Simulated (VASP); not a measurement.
# Pt16CO in VASP: single point with PBE

Aim: the single point of Pt16CO with PBE.

All numbers are computed with VASP 6.6.1; they aren't measurements. Logs are shortened: lines on timing, memory, paths and dates and some standing lists are left out, and cuts for length are marked.

## Step 1: The cell of the first run

The cell holds a slab with vacuum, 18 atoms: a = 5.549 Å, b = 5.549 Å, c = 24.797 Å, α = 90.00°, β = 90.00°, γ = 60.00°.

## Step 2: Single point, PBE

Contents of INCAR:

```
PREC = Accurate ; ENCUT = 520
EDIFF = 1E-6 ; ISMEAR = 0
SIGMA = 0.1 ; LREAL = Auto
LASPH = True ; NELM = 100
ALGO = Normal ; ISIF = 2
LWAVE = False ; LCHARG = True
LDIPOL = True ; IDIPOL = 3
DIPOL = 0.5 0.5 0.528 ; GGA = PE
LELF = True ; LVHAR = True
LVACPOTAV = True ; NBANDS = 100
```

Contents of KPOINTS:

```
Automatic mesh
0
Gamma
  6 6 1
```

Contents of POSCAR:

```
Pt16CO
1.0
    5.5493740188      0.0000000000      0.0000000000
    2.7746870094      4.8058988753      0.0000000000
    0.0000000000      0.0000000000     24.7965673689
Pt C O
16 1 1
Direct
    0.0000000000      0.0000000000      0.3629534631
    0.5000000000      0.0000000000      0.3629534631
    0.0000000000      0.5000000000      0.3629534631
    0.5000000000      0.5000000000      0.3629534631
    0.1666666667      0.1666666667      0.4543178210
    0.6666666667      0.1666666667      0.4543178210
    0.1666666667      0.6666666667      0.4543178210
    0.6666666667      0.6666666667      0.4543178210
   -0.1669073004      0.3354070073      0.5471993897
    0.3315002931      0.3354070073      0.5471993897
   -0.1715982204      0.8431964409      0.5497932859
    0.3313687096      0.8372625807      0.5473147680
   -0.0021921260      0.0036780703      0.6476472963
    0.4985140557      0.0036780703      0.6476472963
   -0.0060658325      0.5121316650      0.6401718233
    0.5005711471      0.4988577057      0.6396861326
    0.2373205355      0.0253589289      0.7066029340
    0.2329245702      0.0341508596      0.7539037075
```

Potentials or basis: VASP PAW PBE potentials, release 64 (Pt, C, O).

On the command line:

```bash
$ cat potpaw_PBE.64/Pt/POTCAR potpaw_PBE.64/C/POTCAR potpaw_PBE.64/O/POTCAR > POTCAR
$ mpirun -np 1 vasp_std > vasp.out
```

OUTCAR:

```text
PREC = Accurate
   ENCUT = 520
   EDIFF = 1E-6
   ISMEAR = 0
   LREAL = Auto
   LASPH = True
   NELM = 100
   ISIF = 2
   GGA = PE

 ion  position               nearest neighbor table
   1  0.000  0.000  0.363-   7 2.77   6 2.77   5 2.77   3 2.77   3 2.77   4 2.77   4 2.77   2 2.77
                             2 2.77
   2  0.500  0.000  0.363-   8 2.77   5 2.77   6 2.77   4 2.77   3 2.77   4 2.77   3 2.77   1 2.77
                             1 2.77
   3  0.000  0.500  0.363-   5 2.77   8 2.77   7 2.77   1 2.77   1 2.77   2 2.77   2 2.77   4 2.77
                             4 2.77
   4  0.500  0.500  0.363-   6 2.77   7 2.77   8 2.77   2 2.77   1 2.77   2 2.77   1 2.77   3 2.77
                             3 2.77
   5  0.167  0.167  0.454-   3 2.77   2 2.77   1 2.77   7 2.77   7 2.77   8 2.77   8 2.77   6 2.77
                             6 2.77  12 2.80  10 2.81   9 2.81
   6  0.667  0.167  0.454-   4 2.77   1 2.77   2 2.77   8 2.77   7 2.77   8 2.77   7 2.77   5 2.77
                             5 2.77   9 2.81  10 2.81  11 2.83
   7  0.167  0.667  0.454-   1 2.77   4 2.77   3 2.77   5 2.77   5 2.77   6 2.77   6 2.77   8 2.77
                             8 2.77  10 2.80  12 2.81  11 2.87
   8  0.667  0.667  0.454-   2 2.77   3 2.77   4 2.77   6 2.77   5 2.77   6 2.77   5 2.77   7 2.77
                             7 2.77   9 2.80  12 2.81  11 2.87
   9  0.833  0.335  0.547-  11 2.75  12 2.76  10 2.77  10 2.78  12 2.78  16 2.80   8 2.80  11 2.81
                             5 2.81   6 2.81  15 2.82  13 2.96
  10  0.332  0.335  0.547-  11 2.75  12 2.76   9 2.77   9 2.78  12 2.78  16 2.80   7 2.80  11 2.81
                             5 2.81   6 2.81  15 2.82  14 2.96
  11  0.828  0.843  0.550-   9 2.75  10 2.75  15 2.75  12 2.78  12 2.78  10 2.81   9 2.81   6 2.83
                             8 2.87   7 2.87  13 2.90  14 2.90
  12  0.331  0.837  0.547-   9 2.76  10 2.76  11 2.78  11 2.78  10 2.78   9 2.78   5 2.80  16 2.81
                             7 2.81   8 2.81  13 2.96  14 2.96
  13  0.998  0.004  0.648-  17 2.02  15 2.74  16 2.76  14 2.77  14 2.78  16 2.80  15 2.82  11 2.90
                             9 2.96  12 2.96
  14  0.499  0.004  0.648-  17 2.02  15 2.74  16 2.76  13 2.77  13 2.78  16 2.80  15 2.82  11 2.90
                            10 2.96  12 2.96
  15  0.994  0.512  0.640-  13 2.74  14 2.74  11 2.75  16 2.78  16 2.78  14 2.82  13 2.82  10 2.82
                             9 2.82
  16  0.501  0.499  0.640-  14 2.76  13 2.76  15 2.78  15 2.78  10 2.80   9 2.80  13 2.80  14 2.80
                            12 2.81
  17  0.237  0.025  0.707-  18 1.17  13 2.02  14 2.02
  18  0.233  0.034  0.754-  17 1.17

  LATTYP: Found a hexagonal cell.
 ALAT       =     5.5493740187
 C/A-ratio  =     4.4683539594

  Lattice vectors:

 A1 = (  -2.7746870094,  -4.8058988753,   0.0000000000)
 A2 = (   5.5493740188,   0.0000000000,   0.0000000000)
 A3 = (   0.0000000000,   0.0000000000,  24.7965673689)

Analysis of symmetry for initial positions (statically):
=====================================================================
 Subroutine PRICEL returns:
 Original cell was already a primitive cell.

 Routine SETGRP: Setting up the symmetry group for a
 hexagonal supercell.

 Subroutine GETGRP returns: Found  2 space group operations
 (whereof  1 operations were pure point group operations)
 out of a pool of 24 trial point group operations.

The static configuration has the point symmetry C_1 .
 The point group associated with its full space group is C_1h.

Analysis of symmetry for dynamics (positions and initial velocities):
=====================================================================
 Subroutine PRICEL returns:
 Original cell was already a primitive cell.

 Routine SETGRP: Setting up the symmetry group for a
 hexagonal supercell.

 Subroutine GETGRP returns: Found  2 space group operations
 (whereof  1 operations were pure point group operations)
 out of a pool of 24 trial point group operations.

The dynamic configuration has the point symmetry C_1 .
 The point group associated with its full space group is C_1h.

 Subroutine INISYM returns: Found  2 space group operations
 (whereof  1 operations are pure point group operations),
 and found     1 'primitive' translations

----------------------------------------------------------------------------------------

                                     Primitive cell

  volume of cell :     661.3178

  direct lattice vectors                    reciprocal lattice vectors
     5.549374019  0.000000000  0.000000000     0.180200505 -0.104038810  0.000000000
     2.774687009  4.805898875  0.000000000     0.000000000  0.208077620  0.000000000
     0.000000000  0.000000000 24.796567369     0.000000000  0.000000000  0.040328163

  length of vectors
     5.549374019  5.549374019 24.796567369     0.208077620  0.208077620  0.040328163

  position of ions in fractional coordinates (direct lattice)
     0.000000000  0.000000000  0.362953463
     0.500000000  0.000000000  0.362953463
     0.000000000  0.500000000  0.362953463
     0.500000000  0.500000000  0.362953463
     0.166666667  0.166666667  0.454317821
     0.666666667  0.166666667  0.454317821
[... 10 lines left out ...]
     0.237320535  0.025358929  0.706602934
     0.232924570  0.034150860  0.753903708

  ion indices of the primitive-cell ions
   primitive index   ion index
                 1           1
                 2           2
                 3           3
                 4           4
                 5           5
                 6           6
[... 10 lines left out ...]
                17          17
                18          18

----------------------------------------------------------------------------------------

 KPOINTS: Automatic mesh

Automatic generation of k-mesh.
 Grid dimensions read from file:
 generate k-points for:    6    6    1

 Generating k-lattice:

  Cartesian coordinates                     Fractional coordinates (reciprocal lattice)
     0.030033417 -0.017339802  0.000000000     0.166666667  0.000000000  0.000000000
     0.000000000  0.034679603  0.000000000     0.000000000  0.166666667  0.000000000
     0.000000000  0.000000000  0.040328163     0.000000000  0.000000000  1.000000000

  Length of vectors
     0.034679603  0.034679603  0.040328163

  Shift w.r.t. Gamma in fractional coordinates (k-lattice)
     0.000000000  0.000000000  0.000000000

 Subroutine IBZKPT returns following result:
 ===========================================

 Found     13 irreducible k-points:

 Following reciprocal coordinates:
            Coordinates               Weight
  0.000000  0.000000  0.000000      1.000000
  0.166667 -0.000000  0.000000      4.000000
  0.000000  0.166667  0.000000      2.000000
  0.333333 -0.000000  0.000000      4.000000
  0.000000  0.333333  0.000000      2.000000
  0.500000 -0.000000  0.000000      2.000000
  0.000000  0.500000  0.000000      1.000000
  0.333333  0.166667  0.000000      2.000000
  0.166667  0.333333  0.000000      4.000000
  0.500000  0.166667  0.000000      4.000000
  0.333333  0.500000  0.000000      4.000000
 -0.166667  0.333333  0.000000      4.000000
 -0.333333  0.333333  0.000000      2.000000
   k-points           NKPTS =     13   k-points in BZ     NKDIM =     13   number of bands    NBANDS=    100
   number of dos      NEDOS =    301   number of ions     NIONS =     18
   total plane-waves  NPLWV = 338688
   dimension x,y,z NGX =    42 NGY =   42 NGZ =  192
   dimension x,y,z NGXF=    84 NGYF=   84 NGZF=  384
   ions per type =              16   1   1
   NGX,Y,Z   is equivalent  to a cutoff of  12.58, 12.58, 12.87 a.u.
   NGXF,Y,Z  is equivalent  to a cutoff of  25.16, 25.16, 25.74 a.u.
 SYSTEM =  unknown system
   PREC   = accura    normal or accurate (medium, high low for compatibility)
   ISTART =      0    job   : 0-new  1-cont  2-samecut
   ICHARG =      2    charge: 1-file 2-atom 10-const
   ISPIN  =      1    spin polarized calculation?
   LNONCOLLINEAR =      F non collinear calculations
   LSORBIT =      F    spin-orbit coupling
   LASPH  =      T    aspherical Exc in radial PAW
   ENCUT  =  520.0 eV  38.22 Ry    6.18 a.u.  10.32 10.32 46.11*2*pi/ulx,y,z
   NELM   =    100;   NELMIN=  2; NELMDL= -5     # of ELM steps
   EDIFF  = 0.1E-05   stopping-criterion for ELM
   LREAL  =      T    real-space projection
   EDIFFG = 0.1E-04   stopping-criterion for IOM
   NSW    =      0    number of steps for IOM
   IBRION =     -1    ionic relax: 0-MD 1-quasi-New 2-CG
   NFREE  =      0    steps in history (QN), initial steepest desc. (CG)
   ISIF   =      2    stress and relaxation
   ISYM   =      2    0-nonsym 1-usesym 2-fastsym
   POTIM  = 0.5000    time-step for ionic-motion
   TEBEG  =    0.0;   TEEND  =   0.0 temperature during run
   PSTRESS=    0.0 pullay stress
   NELECT =     170.0000    total number of electrons
   NUPDOWN=      -1.0000    fix difference up-down
   EMIN   =  10.00;   EMAX   =-10.00  energy-range for DOS
   EFERMI =   0.00;   METHOD = LEGACY
   ISMEAR =     0;   SIGMA  =   0.10  broadening in eV -4-tet -1-fermi 0-gaus
   EFERMI_NEDOS =   21; number of points for ismear=-14 and -15
   IALGO  =     38    algorithm
   IMIX   =      4    mixing-type and parameters
     AMIX     =   0.40;   BMIX     =  1.00
     AMIX_MAG =   1.60;   BMIX_MAG =  1.00
  volume/ion in A,a.u.               =      36.74       247.93
  Fermi-wavevector in a.u.,A,eV,Ry     =   1.040929  1.967070 14.742362  1.083533
  Thomas-Fermi vector in A             =   2.175527
   LORBIT       =      0    0 simple, 1 ext, 2 COOP (PROOUT), +10 PAW based schemes
   GGA     = PE    functional components
   LHFCALC =     F    Hartree Fock is set to
   AEXX    =    0.0000 exact exchange contribution
   IVDW    =     0    specifies the selected vdW correction
   LEPSILON=     F    determine dielectric tensor
   LRPA    =     F    only Hartree local field effects (RPA)
 non-spin polarized calculation
 Gauss-broadening in eV      SIGMA  =   0.10
  energy-cutoff  :      520.00
  volume of cell :      661.32
 maximum number of plane-waves:     17895
 NGX is ok and might be reduce to    42
   NGX = 21   NGY = 21   NGZ = 93

 dipolmoment           0.000000      0.000000     -0.618567 electrons x Angstroem

 number of electron     170.0000008 magnetization

 dipolmoment           0.000000      0.000000      0.104771 electrons x Angstroem

 Free energy of the ion-electron system (eV)
  ---------------------------------------------------
  ext. energy  EPLUGINS =         0.00000000
  ---------------------------------------------------
  free energy    TOTEN  =      -109.45578874 eV

  energy without entropy =     -109.31562011  energy(sigma->0) =     -109.38570442

 E-fermi :   0.5097     XC(G=0):  -6.0132

 val. band max:        0.5077773199   @ k =   0.3333  -0.0000   0.0000
 cond. band min:       0.5154304670   @ k =   0.0000   0.5000   0.0000
 fundamental gap:      0.0076531471
 Fermi energy:         0.5097088415

 k-point     1 :       0.0000    0.0000    0.0000
  band No.  band energies     occupation
      1     -22.1599      2.00000
      2     -10.0745      2.00000
      3      -8.8240      2.00000
      4      -7.5213      2.00000
      5      -6.6213      2.00000
      6      -6.5003      2.00000
[... 89 lines left out ...]
     96       3.0857      0.00000
     97       3.1558      0.00000

 k-point     2 :       0.1667   -0.0000    0.0000
  band No.  band energies     occupation
      1     -22.1597      2.00000
      2      -9.9839      2.00000
      3      -8.5969      2.00000
      4      -7.3147      2.00000
      5      -6.4995      2.00000
      6      -6.2749      2.00000
[... 1189 lines left out ...]
     96       3.1745      0.00000
     97       4.3366      0.00000
 [bands above 97 left out]

------------------------ aborting loop because EDIFF is reached ----------------------------------------

  FORCE on cell =-STRESS in cart. coord.  units (eV):
  Direction    XX          YY          ZZ          XY          YZ          ZX
  --------------------------------------------------------------------------------------
  -------------------------------------------------------------------------------------
  Total       -8.4670985     -6.6732882      4.4007158      0.0000000      0.1183648      0.0000000
  in kB      -20.5132751    -16.1674034     10.6616327      0.0000000      0.2867628      0.0000000
  external PRESSURE =      -8.6730153 kB  Pullay stress =       0.0000000 kB

 VOLUME and BASIS-vectors are now :
 -----------------------------------------------------------------------------
  energy-cutoff  :      520.00
  volume of cell :      661.32
      direct lattice vectors                 reciprocal lattice vectors
     5.549374019  0.000000000  0.000000000     0.180200505 -0.104038810  0.000000000
     2.774687009  4.805898875  0.000000000     0.000000000  0.208077620  0.000000000
     0.000000000  0.000000000 24.796567369     0.000000000  0.000000000  0.040328163

 POSITION                                       TOTAL-FORCE (eV/Angst)
 -----------------------------------------------------------------------------------
      0.00000      0.00000      9.00000         0.000444      0.024537     -0.427074
      2.77469      0.00000      9.00000        -0.000444      0.024537     -0.427074
      1.38734      2.40295      9.00000        -0.000000     -0.017545     -0.374715
      4.16203      2.40295      9.00000         0.000000     -0.065910     -0.544135
      1.38734      0.80098     11.26552         0.000000      0.016863      0.491305
      4.16203      0.80098     11.26552        -0.000000     -0.070054      0.629257
[... 10 lines left out ...]
      1.38734      0.12187     17.52133         0.000000     -0.023860     -0.648994
      1.38734      0.16413     18.69422        -0.000000      0.023630      0.704720
 -----------------------------------------------------------------------------------
    total drift:                               -0.000001      0.003281      0.010901

  FREE ENERGIE OF THE ION-ELECTRON SYSTEM (eV)
  ---------------------------------------------------
  free  energy   TOTEN  =      -109.4557887362 eV

  energy  without entropy=     -109.3156201052  energy(sigma->0) =     -109.38570442

 vacuum level on the upper side and lower side of the slab         6.899         6.187
```

Wall time 66 min (1 thread of Intel Xeon 6975P-C, shared host); peak memory 1 GiB.

What came out:

```
Free energy            : -109.4558 eV
Largest force          : 0.705 eV/Å
Band gap on the k mesh : zero (band 85 reaches 0.92 eV, above the bottom of band 86 at 0.16 eV)
```

Forces in eV/Å, atoms in the order of the input:
```
Pt   0.000  0.025 -0.427
Pt   0.000  0.025 -0.427
Pt   0.000 -0.018 -0.375
Pt   0.000 -0.066 -0.544
Pt   0.000  0.017  0.491
Pt   0.000 -0.070  0.629
Pt  -0.019  0.043  0.368
Pt   0.019  0.043  0.368
Pt  -0.002 -0.001 -0.003
Pt   0.002 -0.001 -0.003
Pt   0.000  0.006  0.010
Pt   0.000 -0.003 -0.005
Pt  -0.032 -0.001 -0.052
Pt   0.032 -0.001 -0.052
Pt   0.000  0.006 -0.024
Pt   0.000 -0.003 -0.011
C    0.000 -0.024 -0.649
O    0.000  0.024  0.705
```

Caveat: spin-orbit coupling is left out, which moves the levels of the heavy elements.
